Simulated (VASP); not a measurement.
# Ga (Fmmm) in VASP: notebook

Ga is run at these levels: PBE; tasks: single point, relaxation of cell and atoms.

Everything below comes from runs of VASP 6.6.1. Logs are shortened: lines on timing, memory, paths and dates and some standing lists are left out, and cuts for length are marked.

**1. The cell of the first run**

The structure is orthorhombic, space group Fmmm (No. 69). Conventional cell: a = 3.288 Å, b = 3.794 Å, c = 6.096 Å, α = 90.00°, β = 90.00°, γ = 90.00°. Within 3.3 Å of Ga (site symmetry mmm) lie 6 Ga at 2.51 to 3.29 Å.

The cell was built from a structure type or drawn by symmetry, and may not be a known phase.

**2. Single point, PBE**

File INCAR:

```
ALGO = Normal ; EDIFF = 1E-6
ENCUT = 520 ; GGA = PE
ISIF = 2 ; ISMEAR = 0
LASPH = T ; LCHARG = T
LELF = T ; LREAL = F
LVHAR = T ; LWAVE = F
NBANDS = 12 ; NELM = 80
PREC = Accurate ; SIGMA = 0.1
```

File KPOINTS:

```
k-points
0
Gamma
  8 8 8
```

File POSCAR:

```
Ga
1.0
    0.0000000000      1.8968410000      3.0481717500
    1.6437625100      0.0000000000      3.0481717500
    1.6437625100      1.8968410000      0.0000000000
Ga
1
Direct
    0.5000000000      0.5000000000      0.5000000000
```

Potentials or basis: VASP PAW PBE potentials, release 64 (Ga_d).

Command:

```sh
> cat potpaw_PBE.64/Ga_d/POTCAR > POTCAR
> mpirun -np 1 vasp_std > vasp.out
```

OUTCAR:

```text
EDIFF = 1E-6
   ENCUT = 520
   GGA = PE
   ISIF = 2
   ISMEAR = 0
   LASPH = T
   LREAL = F
   NELM = 80
   PREC = Accurate

 ion  position               nearest neighbor table
   1  0.500  0.500  0.500-

  LATTYP: Found a face centered orthorhombic cell.
 ALAT       =     3.2875250200
 B/A-ratio  =     1.1539629286
 C/A-ratio  =     1.8543869516

  Lattice vectors:

 A1 = (   0.0000000000,   1.8968410000,   3.0481717500)
 A2 = (   1.6437625100,   0.0000000000,   3.0481717500)
 A3 = (   1.6437625100,   1.8968410000,   0.0000000000)

Analysis of symmetry for initial positions (statically):
=====================================================================
 Subroutine PRICEL returns:
 Original cell was already a primitive cell.

 Routine SETGRP: Setting up the symmetry group for a
 face centered orthorhombic supercell.

 Subroutine GETGRP returns: Found  8 space group operations
 (whereof  8 operations were pure point group operations)
 out of a pool of  8 trial point group operations.

The static configuration has the point symmetry D_2h.

Analysis of symmetry for dynamics (positions and initial velocities):
=====================================================================
 Subroutine PRICEL returns:
 Original cell was already a primitive cell.

 Routine SETGRP: Setting up the symmetry group for a
 face centered orthorhombic supercell.

 Subroutine GETGRP returns: Found  8 space group operations
 (whereof  8 operations were pure point group operations)
 out of a pool of  8 trial point group operations.

The dynamic configuration has the point symmetry D_2h.

 Subroutine INISYM returns: Found  8 space group operations
 (whereof  8 operations are pure point group operations),
 and found     1 'primitive' translations

----------------------------------------------------------------------------------------

                                     Primitive cell

  volume of cell :      19.0081

  direct lattice vectors                    reciprocal lattice vectors
     0.000000000  1.896841000  3.048171750    -0.304180194  0.263596158  0.164032752
     1.643762510  0.000000000  3.048171750     0.304180194 -0.263596158  0.164032752
     1.643762510  1.896841000  0.000000000     0.304180194  0.263596158 -0.164032752

  length of vectors
     3.590175037  3.463135315  2.509972304     0.434643841  0.434643841  0.434643841

  position of ions in fractional coordinates (direct lattice)
     0.500000000  0.500000000  0.500000000

  ion indices of the primitive-cell ions
   primitive index   ion index
                 1           1

----------------------------------------------------------------------------------------

 KPOINTS: k-points

Automatic generation of k-mesh.
 Grid dimensions read from file:
 generate k-points for:    8    8    8

 Generating k-lattice:

  Cartesian coordinates                     Fractional coordinates (reciprocal lattice)
    -0.038022524  0.032949520  0.020504094     0.125000000 -0.000000000 -0.000000000
     0.038022524 -0.032949520  0.020504094     0.000000000  0.125000000  0.000000000
     0.038022524  0.032949520 -0.020504094     0.000000000  0.000000000  0.125000000

  Length of vectors
     0.054330480  0.054330480  0.054330480

  Shift w.r.t. Gamma in fractional coordinates (k-lattice)
     0.000000000  0.000000000  0.000000000

 Subroutine IBZKPT returns following result:
 ===========================================

 Found     95 irreducible k-points:

 Following reciprocal coordinates:
            Coordinates               Weight
  0.000000  0.000000  0.000000      1.000000
  0.125000  0.000000  0.000000      8.000000
  0.250000  0.000000  0.000000      8.000000
  0.375000  0.000000 -0.000000      8.000000
  0.500000  0.000000  0.000000      4.000000
  0.125000  0.125000  0.000000      2.000000
[... 16 lines left out ...]
  0.250000  0.000000  0.125000      8.000000
  0.375000  0.000000  0.125000      8.000000
 [... further k-points ...]
   k-points           NKPTS =     95   k-points in BZ     NKDIM =     95   number of bands    NBANDS=     12
   number of dos      NEDOS =    301   number of ions     NIONS =      1
   total plane-waves  NPLWV =  15680
   dimension x,y,z NGX =    28 NGY =   28 NGZ =   20
   dimension x,y,z NGXF=    56 NGYF=   56 NGZF=   40
   ions per type =               1
   NGX,Y,Z   is equivalent  to a cutoff of  12.97, 13.44, 13.25 a.u.
   NGXF,Y,Z  is equivalent  to a cutoff of  25.93, 26.88, 26.49 a.u.
 SYSTEM =  unknown system
   PREC   = accura    normal or accurate (medium, high low for compatibility)
   ISTART =      0    job   : 0-new  1-cont  2-samecut
   ICHARG =      2    charge: 1-file 2-atom 10-const
   ISPIN  =      1    spin polarized calculation?
   LNONCOLLINEAR =      F non collinear calculations
   LSORBIT =      F    spin-orbit coupling
   LASPH  =      T    aspherical Exc in radial PAW
   ENCUT  =  520.0 eV  38.22 Ry    6.18 a.u.   6.68  6.44  4.67*2*pi/ulx,y,z
   NELM   =     80;   NELMIN=  2; NELMDL= -5     # of ELM steps
   EDIFF  = 0.1E-05   stopping-criterion for ELM
   LREAL  =      F    real-space projection
   EDIFFG = 0.1E-04   stopping-criterion for IOM
   NSW    =      0    number of steps for IOM
   IBRION =     -1    ionic relax: 0-MD 1-quasi-New 2-CG
   NFREE  =      0    steps in history (QN), initial steepest desc. (CG)
   ISIF   =      2    stress and relaxation
   ISYM   =      2    0-nonsym 1-usesym 2-fastsym
   POTIM  = 0.5000    time-step for ionic-motion
   TEBEG  =    0.0;   TEEND  =   0.0 temperature during run
   PSTRESS=    0.0 pullay stress
   NELECT =      13.0000    total number of electrons
   NUPDOWN=      -1.0000    fix difference up-down
   EMIN   =  10.00;   EMAX   =-10.00  energy-range for DOS
   EFERMI =   0.00;   METHOD = LEGACY
   ISMEAR =     0;   SIGMA  =   0.10  broadening in eV -4-tet -1-fermi 0-gaus
   EFERMI_NEDOS =   21; number of points for ismear=-14 and -15
   IALGO  =     38    algorithm
   IMIX   =      4    mixing-type and parameters
     AMIX     =   0.40;   BMIX     =  1.00
     AMIX_MAG =   1.60;   BMIX_MAG =  1.00
  volume/ion in A,a.u.               =      19.01       128.27
  Fermi-wavevector in a.u.,A,eV,Ry     =   1.442368  2.725681 28.305914  2.080426
  Thomas-Fermi vector in A             =   2.560896
   LORBIT       =      0    0 simple, 1 ext, 2 COOP (PROOUT), +10 PAW based schemes
   GGA     = PE    functional components
   LHFCALC =     F    Hartree Fock is set to
   AEXX    =    0.0000 exact exchange contribution
   IVDW    =     0    specifies the selected vdW correction
   LEPSILON=     F    determine dielectric tensor
   LRPA    =     F    only Hartree local field effects (RPA)
 non-spin polarized calculation
 Gauss-broadening in eV      SIGMA  =   0.10
  energy-cutoff  :      520.00
  volume of cell :       19.01
 maximum number of plane-waves:       523
   NGX = 13   NGY = 13   NGZ =  9

 number of electron      12.9999997 magnetization

 Free energy of the ion-electron system (eV)
  ---------------------------------------------------
  ext. energy  EPLUGINS =         0.00000000
  ---------------------------------------------------
  free energy    TOTEN  =        -2.63916292 eV

  energy without entropy =       -2.63670288  energy(sigma->0) =       -2.63793290

 E-fermi :   5.3629     XC(G=0): -10.8668

 val. band max:        5.3258042646   @ k =   0.3750  -0.1250   0.2500
 cond. band min:       5.3792260839   @ k =  -0.1250   0.3750   0.3750
 fundamental gap:      0.0534218193
 Fermi energy:         5.3628512573

 k-point     1 :       0.0000    0.0000    0.0000
  band No.  band energies     occupation
      1     -10.0941      2.00000
      2      -9.8978      2.00000
      3      -9.4600      2.00000
      4      -9.3997      2.00000
      5      -9.2973      2.00000
      6      -5.7499      2.00000
      7       9.6862      0.00000
      8      13.6064      0.00000
      9      19.4183      0.00000
     10      19.8780      0.00000
     11      22.6665      0.00000
     12      25.0997      0.00000

 k-point     2 :       0.1250    0.0000    0.0000
  band No.  band energies     occupation
      1     -10.0459      2.00000
      2      -9.8367      2.00000
      3      -9.4908      2.00000
      4      -9.4127      2.00000
      5      -9.3273      2.00000
      6      -5.3163      2.00000
      7       9.2781      0.00000
      8      14.6194      0.00000
      9      15.8176      0.00000
     10      19.7873      0.00000
     11      20.4866      0.00000
     12      24.3664      0.00000

 k-point     3 :       0.2500    0.0000    0.0000
  band No.  band energies     occupation
      1      -9.9908      2.00000
      2      -9.6560      2.00000
      3      -9.5893      2.00000
      4      -9.4092      2.00000
      5      -9.3924      2.00000
      6      -3.9833      2.00000
      7       8.8586      0.00000
      8      10.2722      0.00000
      9      16.2801      0.00000
     10      18.1327      0.00000
     11      20.1896      0.00000
     12      25.2256      0.00000
[... 286 lines left out ...]
 k-point    23 :       0.2500    0.0000    0.1250
  band No.  band energies     occupation
      1      -9.8726      2.00000
      2      -9.6470      2.00000
      3      -9.5869      2.00000
      4      -9.4639      2.00000
      5      -9.4529      2.00000
      6      -4.0017      2.00000
      7      10.4965      0.00000
      8      11.5768      0.00000
      9      15.7519      0.00000
     10      17.0968      0.00000
     11      19.0331      0.00000
     12      22.9668      0.00000

 k-point    24 :       0.3750    0.0000    0.1250
  band No.  band energies     occupation
      1      -9.8508      2.00000
      2      -9.7088      2.00000
      3      -9.5613      2.00000
      4      -9.4412      2.00000
      5      -9.3993      2.00000
      6      -1.9522      2.00000
      7       6.8728      0.00000
      8      10.2436      0.00000
      9      13.8499      0.00000
     10      18.7753      0.00000
     11      20.3678      0.00000
     12      21.6827      0.00000

 [... further k-points ...]

------------------------ aborting loop because EDIFF is reached ----------------------------------------

  FORCE on cell =-STRESS in cart. coord.  units (eV):
  Direction    XX          YY          ZZ          XY          YZ          ZX
  --------------------------------------------------------------------------------------
  -------------------------------------------------------------------------------------
  Total        1.3600607      2.0927981     -0.6054084      0.0000000      0.0000000      0.0000000
  in kB      114.6382268    176.3999614    -51.0292963      0.0000000      0.0000000      0.0000000
  external PRESSURE =      80.0029640 kB  Pullay stress =       0.0000000 kB

 VOLUME and BASIS-vectors are now :
 -----------------------------------------------------------------------------
  energy-cutoff  :      520.00
  volume of cell :       19.01
      direct lattice vectors                 reciprocal lattice vectors
     0.000000000  1.896841000  3.048171750    -0.304180194  0.263596158  0.164032752
     1.643762510  0.000000000  3.048171750     0.304180194 -0.263596158  0.164032752
     1.643762510  1.896841000  0.000000000     0.304180194  0.263596158 -0.164032752

 POSITION                                       TOTAL-FORCE (eV/Angst)
 -----------------------------------------------------------------------------------
      1.64376      1.89684      3.04817         0.000000      0.000000      0.000000
 -----------------------------------------------------------------------------------
    total drift:                                0.000000      0.000000      0.000000

  FREE ENERGIE OF THE ION-ELECTRON SYSTEM (eV)
  ---------------------------------------------------
  free  energy   TOTEN  =        -2.6391629173 eV

  energy  without entropy=       -2.6367028757  energy(sigma->0) =       -2.63793290
```

Wall time 14 s (1 thread of AMD EPYC 7R13 (Zen 3), shared host); peak memory 0.12 GiB.

Results:

```
Free energy            : -2.6392 eV
Pressure               : 8.0 GPa
Band gap on the k mesh : zero (an odd number of electrons rules out a gap without spin polarisation)
```

Levels at points of the mesh, in eV from the Fermi level:
| k point | band 2 | band 3 | band 4 | band 5 | band 6 | band 7 | band 8 | band 9 | band 10 | band 11 |
| --- | --- | --- | --- | --- | --- | --- | --- | --- | --- | --- |
| (0.00, 0.00, 0.00) | -15.26 | -14.82 | -14.76 | -14.66 | -11.11 | 4.32 | 8.24 | 14.06 | 14.52 | 17.30 |
| (0.50, 0.00, 0.00) | -15.14 | -14.87 | -14.76 | -14.68 | -4.03 | -3.75 | 3.81 | 7.28 | 15.70 | 19.30 |
| (0.50, 0.50, 0.00) | -15.28 | -14.79 | -14.74 | -14.66 | -8.48 | -4.65 | 12.01 | 12.51 | 14.93 | 17.00 |
| (0.50, 0.00, 0.50) | -15.07 | -15.04 | -14.78 | -14.42 | -1.34 | 0.67 | 3.68 | 8.35 | 8.65 | 10.71 |
| (0.00, 0.50, 0.50) | -15.13 | -14.99 | -14.74 | -14.43 | 0.56 | 1.78 | 2.99 | 5.11 | 6.21 | 7.50 |

Caveat: the cell stands under pressure.

**3. Relaxation of cell and atoms, PBE**

File INCAR:

```
SYSTEM = Ga
  ALGO = Fast
  EDIFF = 1E-7
  EDIFFG = -0.04
  ENCUT = 600
  GGA = PE
  IBRION = 2
  ISIF = 3
  ISMEAR = 0
  LASPH = .True.
  LCHARG = .False.
  LREAL = .False.
  LWAVE = .False.
  NELM = 100
  NSW = 90
  PREC = Accurate
  SIGMA = 0.1
```

File KPOINTS:

```
k-points
0
Gamma
  8 8 8
  0 0 0
```

POSCAR is that of step 2.

Potentials or basis: VASP PAW PBE potentials, release 64 (Ga_d).

Command:

```sh
> cat potpaw_PBE.64/Ga_d/POTCAR > POTCAR
> mpirun -np 1 vasp_std > vasp.out
```

Run time: 5.1 min. Hardware: 1 thread of AMD EPYC 7R13 (Zen 3), shared host; peak memory 0.14 GiB.

Results (log left out):

```
Free energy                           : -2.9170 eV
Relaxed volume                        : 18.96 Å³/atom
Relaxed cell                          : a = 3.141 Å, b = 3.139 Å, c = 2.784 Å, α = 63.74°, β = 63.64°, γ = 52.62°
Space group after relaxing (to 0.1 Å) : I4/mmm (No. 139)
Energy gained by relaxing             : 277.9 meV/atom
Ionic steps                           : 23
Pressure after relaxing               : 0.1 GPa
Band gap on the k mesh                : zero (an odd number of electrons rules out a gap without spin polarisation)
```

Stress tensor (GPa, compression positive):
```
 0.26  0.00  0.00
 0.00  0.04  0.00
 0.00  0.00 -0.09
```

The path:
```csv
step,energy change (eV),largest force (eV/Å),pressure (GPa),volume (Å³)
1,0.0000,0.0000,7.95,19.01
2,-0.1550,0.0000,-2.48,21.63
3,-0.1553,0.0000,-4.07,22.36
4,-0.1574,0.0000,-3.28,21.97
5,-0.1958,0.0000,-2.72,20.99
6,-0.2118,0.0000,-2.00,20.31
7,-0.2191,0.0000,0.96,18.92
8,-0.2199,0.0000,0.47,19.16
9,-0.2277,0.0000,0.15,19.11
10,-0.2291,0.0000,0.02,19.08
11,-0.2365,0.0000,-0.09,19.02
12,-0.2595,0.0000,0.18,18.88
13,-0.2496,0.0000,1.20,18.47
14,-0.2664,0.0000,0.38,18.72
15,-0.2714,0.0000,-0.26,18.99
16,-0.2716,0.0000,-0.17,18.96
17,-0.2758,0.0000,0.07,18.93
18,-0.2611,0.0000,0.87,18.75
19,-0.2777,0.0000,0.27,18.89
20,-0.2779,0.0000,0.24,18.90
21,-0.2779,0.0000,0.25,18.90
22,-0.2776,0.0000,-0.32,19.11
23,-0.2779,0.0000,0.07,18.96
```

Final structure:
```
CELL_PARAMETERS angstrom
0.00000 1.97039 2.44652
1.96631 0.00000 2.44652
1.96631 1.97039 0.00000
ATOMIC_POSITIONS crystal
Ga 0.50000 0.50000 0.50000
```

Levels at points of the mesh, in eV from the Fermi level:
```tsv
k point	band 3	band 4	band 5	band 6	band 7	band 8	band 9	band 10
(0.00, 0.00, 0.00)	-14.69	-14.69	-14.55	-10.86	11.40	12.49	12.50	16.68
(0.50, 0.00, 0.00)	-14.69	-14.58	-14.52	-4.66	-3.72	6.94	10.74	12.66
(0.50, 0.50, 0.00)	-14.55	-14.55	-14.52	-4.96	-3.73	7.64	7.66	10.68
(0.50, 0.00, 0.50)	-14.62	-14.58	-14.42	-1.43	-0.63	3.42	5.18	7.53
(0.00, 0.50, 0.50)	-14.62	-14.57	-14.42	-1.39	-0.58	3.39	5.13	7.48
```
